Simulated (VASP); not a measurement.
MgBe, 2 atoms in the cell. The typed cell holds 2 atoms: a = 2.400 Å, b = 2.400 Å, c = 4.901 Å, α = 90.00°, β = 90.00°, γ = 120.00°. 

- Program: VASP 6.6.1
- Task: single point
- Functional: r2SCAN
- Potentials or basis: VASP PAW PBE potentials, release 64 (Mg, Be)
- Cutoff: 520 eV
- k mesh: 11 × 11 × 5
- Occupations: gaussian, width 0.1 eV
- Spin: no spin polarisation
- Dipole correction: no
- Further INCAR settings: ALGO = Normal; EDIFF = 1e-06; NBANDS = 9

Potentials or basis: VASP PAW PBE potentials, release 64 (Mg, Be).

Command:

```bash
$ cat potpaw_PBE.64/Mg/POTCAR potpaw_PBE.64/Be/POTCAR > POTCAR
$ cp INCAR.step1 INCAR
$ mpirun -np 1 vasp_std > vasp.out
$ cp INCAR.step2 INCAR
$ mpirun -np 1 vasp_std > vasp.out
```

Hardware: 1 thread of Oxide Virtual Turin-like Processor, on a shared host.

Problem. Estimate the wall time of this run.

Solution. It took 3.8 min on 1 thread of Oxide Virtual Turin-like Processor (shared host), peak memory 0.17 GiB. Counts: k points 303.
